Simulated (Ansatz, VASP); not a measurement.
**Two plane-wave programs on Sc2InN3**

```xyz
6
Lattice="2.9460 1.7009 3.0806 -2.9460 1.7009 3.0806 0.0000 -3.4017 3.0806" Properties=species:S:1:pos:R:3 pbc="T T T"
Sc    0.0000    0.0000    6.5390
Sc    0.0000    0.0000    2.7027
In    0.0000    0.0000    0.0000
N    -1.4730    0.8504    1.5403
N     1.4730    0.8504    1.5403
N     0.0000   -1.7009    1.5403
```

Change from the starting cell: species swapped into the Er2AlCo3 type (R-3m, No. 166).

Alike in both runs: functional PBE; k mesh 6 × 6 × 6; occupations gaussian, width 0.1 eV; no spin polarisation.

Ansatz relaxed the structure, and its values are those at the end. VASP's run is a single point on that final structure, the one shown.

|  | VASP | Ansatz |
| --- | --- | --- |
| version | VASP 6.6.1 | Ansatz 0.2.0 |
| potentials or method | VASP PAW PBE potentials, release 64 (Sc_sv, In_d, N_h), cutoff 910 eV | scalar-relativistic, plane waves, PAW |
| valence electrons in the cell | 50 | 50 |

Ansatz gave:

| Quantity | Value |
| --- | --- |
| gap on the k mesh at the Fermi level (eV) | none |
| rms of the force components (eV/Å) | 0.003 |

Which values does VASP return?

gap on the k mesh at the Fermi level (eV): none; rms of the force components (eV/Å): 0.040.

A gap of «none» marks a metal or a gap that the smearing closes.

Noted on VASP's run: the cutoff is under 1.25 times that of the potentials, so the pressure is a little rough.
